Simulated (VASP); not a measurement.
# Cu in VASP: further runs

Cu is run at these levels: PBE; tasks: single point.

Everything below comes from runs of VASP 6.6.1. Logs are shortened: lines on timing, memory, paths and dates and some standing lists are left out, and cuts for length are marked.

## Step 1: The cell of the first run

The cell holds a slab with vacuum, 5 atoms: a = 2.567 Å, b = 2.567 Å, c = 23.259 Å, α = 90.00°, β = 90.00°, γ = 90.00°.

## Step 2: Single point, PBE

Contents of INCAR:

```
  PREC = Accurate
  ENCUT = 520
  EDIFF = 1E-6
  ISMEAR = -1
  SIGMA = 0.1
  LREAL = F
  LASPH = T
  NELM = 60
  ALGO = Normal
  ISIF = 2
  LWAVE = F
  LCHARG = T
  LDIPOL = T
  IDIPOL = 3
  DIPOL = 0.5 0.5 0.500
  GGA = PE
  LELF = T
  LVHAR = T
  LVACPOTAV = T
  NBANDS = 36
```

Contents of KPOINTS:

```
Automatic mesh
0
Gamma
  14 14 1
```

Contents of POSCAR:

```
Cu
1.0
    2.5665139635      0.0000000000      0.0000000000
    0.0000000000      2.5665139635      0.0000000000
    0.0000000000      0.0000000000     23.2592000000
Cu
5
Direct
    0.0000000000      0.0000000000      0.3463542678
    0.5000000000      0.5000000000      0.4217372054
    0.0000000000      0.0000000000      0.4999999976
    0.5000000000      0.5000000000      0.5782627953
    0.0000000000      0.0000000000      0.6536457339
```

Potentials or basis: VASP PAW PBE potentials, release 64 (Cu).

The run is started by

```
$ cat potpaw_PBE.64/Cu/POTCAR > POTCAR
$ mpirun -np 1 vasp_std > vasp.out
```

OUTCAR:

```text
PREC = Accurate
   ENCUT = 520
   EDIFF = 1E-6
   ISMEAR = -1
   LREAL = F
   LASPH = T
   NELM = 60
   ISIF = 2
   GGA = PE

 ion  position               nearest neighbor table
   1  0.000  0.000  0.346-   2 2.52   2 2.52   2 2.52   2 2.52
   2  0.500  0.500  0.422-   1 2.52   1 2.52   1 2.52   1 2.52   3 2.57   3 2.57   3 2.57   3 2.57

   3  0.000  0.000  0.500-   2 2.57   2 2.57   2 2.57   2 2.57   4 2.57   4 2.57   4 2.57   4 2.57

   4  0.500  0.500  0.578-   5 2.52   5 2.52   5 2.52   5 2.52   3 2.57   3 2.57   3 2.57   3 2.57

   5  0.000  0.000  0.654-   4 2.52   4 2.52   4 2.52   4 2.52

  LATTYP: Found a simple tetragonal cell.
 ALAT       =     2.5665139635
 C/A-ratio  =     9.0625651490

  Lattice vectors:

 A1 = (   2.5665139635,   0.0000000000,   0.0000000000)
 A2 = (   0.0000000000,   2.5665139635,   0.0000000000)
 A3 = (   0.0000000000,   0.0000000000,  23.2592000000)

Analysis of symmetry for initial positions (statically):
=====================================================================
 Subroutine PRICEL returns:
 Original cell was already a primitive cell.

 Routine SETGRP: Setting up the symmetry group for a
 simple tetragonal supercell.

 Subroutine GETGRP returns: Found 16 space group operations
 (whereof 16 operations were pure point group operations)
 out of a pool of 16 trial point group operations.

The static configuration has the point symmetry D_4h.

Analysis of symmetry for dynamics (positions and initial velocities):
=====================================================================
 Subroutine PRICEL returns:
 Original cell was already a primitive cell.

 Routine SETGRP: Setting up the symmetry group for a
 simple tetragonal supercell.

 Subroutine GETGRP returns: Found 16 space group operations
 (whereof 16 operations were pure point group operations)
 out of a pool of 16 trial point group operations.

The dynamic configuration has the point symmetry D_4h.

 Subroutine INISYM returns: Found 16 space group operations
 (whereof 16 operations are pure point group operations),
 and found     1 'primitive' translations

----------------------------------------------------------------------------------------

                                     Primitive cell

  volume of cell :     153.2082

  direct lattice vectors                    reciprocal lattice vectors
     2.566513963  0.000000000  0.000000000     0.389633571  0.000000000  0.000000000
     0.000000000  2.566513963  0.000000000     0.000000000  0.389633571  0.000000000
     0.000000000  0.000000000 23.259200000     0.000000000  0.000000000  0.042993740

  length of vectors
     2.566513963  2.566513963 23.259200000     0.389633571  0.389633571  0.042993740

  position of ions in fractional coordinates (direct lattice)
     0.000000000  0.000000000  0.346354268
     0.500000000  0.500000000  0.421737205
     0.000000000  0.000000000  0.499999998
     0.500000000  0.500000000  0.578262795
     0.000000000  0.000000000  0.653645734

  ion indices of the primitive-cell ions
   primitive index   ion index
                 1           1
                 2           2
                 3           3
                 4           4
                 5           5

----------------------------------------------------------------------------------------

 KPOINTS: Automatic mesh

Automatic generation of k-mesh.
 Grid dimensions read from file:
 generate k-points for:   14   14    1

 Generating k-lattice:

  Cartesian coordinates                     Fractional coordinates (reciprocal lattice)
     0.027830969  0.000000000  0.000000000     0.071428571  0.000000000  0.000000000
     0.000000000  0.027830969  0.000000000     0.000000000  0.071428571  0.000000000
     0.000000000  0.000000000  0.042993740     0.000000000  0.000000000  1.000000000

  Length of vectors
     0.027830969  0.027830969  0.042993740

  Shift w.r.t. Gamma in fractional coordinates (k-lattice)
     0.000000000  0.000000000  0.000000000

 Subroutine IBZKPT returns following result:
 ===========================================

 Found     36 irreducible k-points:

 Following reciprocal coordinates:
            Coordinates               Weight
  0.000000  0.000000  0.000000      1.000000
  0.071429  0.000000  0.000000      4.000000
  0.142857  0.000000  0.000000      4.000000
  0.214286  0.000000  0.000000      4.000000
  0.285714  0.000000  0.000000      4.000000
  0.357143  0.000000  0.000000      4.000000
[... 16 lines left out ...]
  0.285714  0.214286  0.000000      8.000000
  0.357143  0.214286  0.000000      8.000000
 [... further k-points ...]
   k-points           NKPTS =     36   k-points in BZ     NKDIM =     36   number of bands    NBANDS=     36
   number of dos      NEDOS =    301   number of ions     NIONS =      5
   total plane-waves  NPLWV =  72000
   dimension x,y,z NGX =    20 NGY =   20 NGZ =  180
   dimension x,y,z NGXF=    40 NGYF=   40 NGZF=  360
   ions per type =               5
   NGX,Y,Z   is equivalent  to a cutoff of  12.95, 12.95, 12.87 a.u.
   NGXF,Y,Z  is equivalent  to a cutoff of  25.91, 25.91, 25.73 a.u.
 SYSTEM =  unknown system
   PREC   = accura    normal or accurate (medium, high low for compatibility)
   ISTART =      0    job   : 0-new  1-cont  2-samecut
   ICHARG =      2    charge: 1-file 2-atom 10-const
   ISPIN  =      1    spin polarized calculation?
   LNONCOLLINEAR =      F non collinear calculations
   LSORBIT =      F    spin-orbit coupling
   LASPH  =      T    aspherical Exc in radial PAW
   ENCUT  =  520.0 eV  38.22 Ry    6.18 a.u.   4.77  4.77 43.25*2*pi/ulx,y,z
   NELM   =     60;   NELMIN=  2; NELMDL= -5     # of ELM steps
   EDIFF  = 0.1E-05   stopping-criterion for ELM
   LREAL  =      F    real-space projection
   EDIFFG = 0.1E-04   stopping-criterion for IOM
   NSW    =      0    number of steps for IOM
   IBRION =     -1    ionic relax: 0-MD 1-quasi-New 2-CG
   NFREE  =      0    steps in history (QN), initial steepest desc. (CG)
   ISIF   =      2    stress and relaxation
   ISYM   =      2    0-nonsym 1-usesym 2-fastsym
   POTIM  = 0.5000    time-step for ionic-motion
   TEBEG  =    0.0;   TEEND  =   0.0 temperature during run
   PSTRESS=    0.0 pullay stress
   NELECT =      55.0000    total number of electrons
   NUPDOWN=      -1.0000    fix difference up-down
   EMIN   =  10.00;   EMAX   =-10.00  energy-range for DOS
   EFERMI =   0.00;   METHOD = LEGACY
   ISMEAR =    -1;   SIGMA  =   0.10  broadening in eV -4-tet -1-fermi 0-gaus
   EFERMI_NEDOS =   21; number of points for ismear=-14 and -15
   IALGO  =     38    algorithm
   IMIX   =      4    mixing-type and parameters
     AMIX     =   0.40;   BMIX     =  1.00
     AMIX_MAG =   1.60;   BMIX_MAG =  1.00
  volume/ion in A,a.u.               =      30.64       206.78
  Fermi-wavevector in a.u.,A,eV,Ry     =   1.163505  2.198706 18.418815  1.353745
  Thomas-Fermi vector in A             =   2.300054
   LORBIT       =      0    0 simple, 1 ext, 2 COOP (PROOUT), +10 PAW based schemes
   GGA     = PE    functional components
   LHFCALC =     F    Hartree Fock is set to
   AEXX    =    0.0000 exact exchange contribution
   IVDW    =     0    specifies the selected vdW correction
   LEPSILON=     F    determine dielectric tensor
   LRPA    =     F    only Hartree local field effects (RPA)
 non-spin polarized calculation
  energy-cutoff  :      520.00
  volume of cell :      153.21
 maximum number of plane-waves:      4174
 NGX is ok and might be reduce to    20
   NGX =  9   NGY =  9   NGZ = 87

 number of electron      54.9999900 magnetization

 dipolmoment           0.000000      0.000000      0.000000 electrons x Angstroem

 Free energy of the ion-electron system (eV)
  ---------------------------------------------------
  ext. energy  EPLUGINS =         0.00000000
  ---------------------------------------------------
  free energy    TOTEN  =       -17.47974418 eV

  energy without entropy =      -17.42334409  energy(sigma->0) =      -17.45154414

 E-fermi :   0.2409     XC(G=0):  -5.7267

 val. band max:        0.2325479867   @ k =   0.2857   0.0000   0.0000
 cond. band min:       0.2535050471   @ k =   0.4286   0.3571   0.0000
 fundamental gap:      0.0209570604
 Fermi energy:         0.2408971736

 k-point     1 :       0.0000    0.0000    0.0000
  band No.  band energies     occupation
      1      -8.6758      2.00000
      2      -7.5758      2.00000
      3      -5.8697      2.00000
      4      -4.6146      2.00000
      5      -4.5069      2.00000
      6      -4.0488      2.00000
[... 28 lines left out ...]
     35       6.9784      0.00000
     36       7.9233      0.00000

 k-point     2 :       0.0714    0.0000    0.0000
  band No.  band energies     occupation
      1      -8.5545      2.00000
      2      -7.4606      2.00000
      3      -5.7685      2.00000
      4      -4.5347      2.00000
      5      -4.4446      2.00000
      6      -4.0171      2.00000
[... 28 lines left out ...]
     35       7.0973      0.00000
     36       8.0190      0.00000

 k-point     3 :       0.1429    0.0000    0.0000
  band No.  band energies     occupation
      1      -8.1959      2.00000
      2      -7.1234      2.00000
      3      -5.4847      2.00000
      4      -4.3243      2.00000
      5      -4.2736      2.00000
      6      -3.9252      2.00000
[... 28 lines left out ...]
     35       7.4539      0.00000
     36       8.3027      0.00000
[... 742 lines left out ...]
 k-point    23 :       0.2857    0.2143    0.0000
  band No.  band energies     occupation
      1      -5.9469      2.00000
      2      -5.1053      2.00000
      3      -4.1190      2.00000
      4      -3.6884      2.00000
      5      -3.5608      2.00000
      6      -3.4013      2.00000
[... 28 lines left out ...]
     35       7.8398      0.00000
     36       8.3054      0.00000

 k-point    24 :       0.3571    0.2143    0.0000
  band No.  band energies     occupation
      1      -5.2233      2.00000
      2      -4.5894      2.00000
      3      -4.0327      2.00000
      4      -3.7139      2.00000
      5      -3.7042      2.00000
      6      -3.4701      2.00000
[... 28 lines left out ...]
     35       8.2858      0.00000
     36       8.7680      0.00000

 [... further k-points ...]

------------------------ aborting loop because EDIFF is reached ----------------------------------------

  FORCE on cell =-STRESS in cart. coord.  units (eV):
  Direction    XX          YY          ZZ          XY          YZ          ZX
  --------------------------------------------------------------------------------------
  -------------------------------------------------------------------------------------
  Total       -0.7858070     -0.7858070      0.1799105      0.0000000     -0.0000000      0.0000000
  in kB       -8.2175898     -8.2175898      1.8814171      0.0000000     -0.0000000      0.0000000
  external PRESSURE =      -4.8512542 kB  Pullay stress =       0.0000000 kB

 VOLUME and BASIS-vectors are now :
 -----------------------------------------------------------------------------
  energy-cutoff  :      520.00
  volume of cell :      153.21
      direct lattice vectors                 reciprocal lattice vectors
     2.566513963  0.000000000  0.000000000     0.389633571  0.000000000  0.000000000
     0.000000000  2.566513963  0.000000000     0.000000000  0.389633571  0.000000000
     0.000000000  0.000000000 23.259200000     0.000000000  0.000000000  0.042993740

 POSITION                                       TOTAL-FORCE (eV/Angst)
 -----------------------------------------------------------------------------------
      0.00000      0.00000      8.05592        -0.000000     -0.000000     -0.036687
      1.28326      1.28326      9.80927        -0.000000      0.000000      0.008870
      0.00000      0.00000     11.62960        -0.000000     -0.000000      0.000000
      1.28326      1.28326     13.44993         0.000000      0.000000     -0.008870
      0.00000      0.00000     15.20328        -0.000000     -0.000000      0.036687
 -----------------------------------------------------------------------------------
    total drift:                               -0.000000     -0.000000      0.000002

  FREE ENERGIE OF THE ION-ELECTRON SYSTEM (eV)
  ---------------------------------------------------
  free  energy   TOTEN  =       -17.4797441844 eV

  energy  without entropy=      -17.4233440885  energy(sigma->0) =      -17.45154414

 vacuum level on the upper side and lower side of the slab         4.687         4.687
```

Wall time 3.1 min (1 thread of AMD EPYC 9R45 (Zen 5), shared host); peak memory 0.3 GiB.

What came out:

```
Free energy   : -17.4797 eV
Largest force : 0.037 eV/Å
```

Forces on the atoms (eV/Å):
```
Cu   0.000  0.000 -0.037
Cu   0.000  0.000  0.009
Cu   0.000  0.000  0.000
Cu   0.000  0.000 -0.009
Cu   0.000  0.000  0.037
```

Levels at points of the mesh, in eV from the Fermi level:
```
           k point  band 24  band 25  band 26  band 27  band 28  band 29  band 30  band 31  band 32  band 33
(0.00, 0.00, 0.00)    -1.66    -1.66    -1.52    -1.51    -1.49    -1.49    -0.02     1.29     4.18     4.55
(0.50, 0.00, 0.00)    -1.63    -1.55    -0.58    -0.41    -0.28    -0.08    -0.07     3.07     3.47     4.93
(0.50, 0.50, 0.00)    -1.15    -1.15     2.16     2.16     3.79     3.79     6.06     6.06     7.17     7.21
```

## Step 3: Single point, PBE

Contents of INCAR:

```
SYSTEM = Cu
PREC = Accurate
ENCUT = 520
EDIFF = 1E-7
ISMEAR = -1
SIGMA = 0.1
LREAL = .False.
LASPH = .True.
NELM = 80
ALGO = Normal
ISIF = 2
LWAVE = .False.
LCHARG = .True.
LDIPOL = .True.
IDIPOL = 3
DIPOL = 0.5 0.5 0.500
GGA = PE
LELF = .True.
LVHAR = .True.
LVACPOTAV = .True.
NBANDS = 36
```

Contents of KPOINTS:

```
Automatic mesh
0
Gamma
  14 14 1
  0 0 0
```

POSCAR is that of step 2.

Potentials or basis: VASP PAW PBE potentials, release 64 (Cu).

The run is started by

```
$ cat potpaw_PBE.64/Cu/POTCAR > POTCAR
$ mpirun -np 1 vasp_std > vasp.out
```

Run time: 3.2 min. Hardware: 1 thread of AMD EPYC 9R45 (Zen 5), shared host; peak memory 0.3 GiB.

It converged, with:

* Free energy: -17.4797 eV
* Largest force: 0.037 eV/Å

Forces in eV/Å, atoms in the order of the input:
```
Cu   0.000  0.000 -0.037
Cu   0.000  0.000  0.009
Cu   0.000  0.000  0.000
Cu   0.000  0.000 -0.009
Cu   0.000  0.000  0.037
```

Levels at points of the mesh, in eV from the Fermi level:
```csv
k point,band 25,band 26,band 27,band 28,band 29,band 30,band 31,band 32
"(0.00, 0.00, 0.00)",-1.66,-1.52,-1.51,-1.49,-1.49,-0.02,1.29,4.18
"(0.50, 0.00, 0.00)",-1.55,-0.58,-0.41,-0.28,-0.08,-0.07,3.07,3.47
"(0.50, 0.50, 0.00)",-1.15,2.16,2.16,3.79,3.79,6.06,6.06,7.17
```
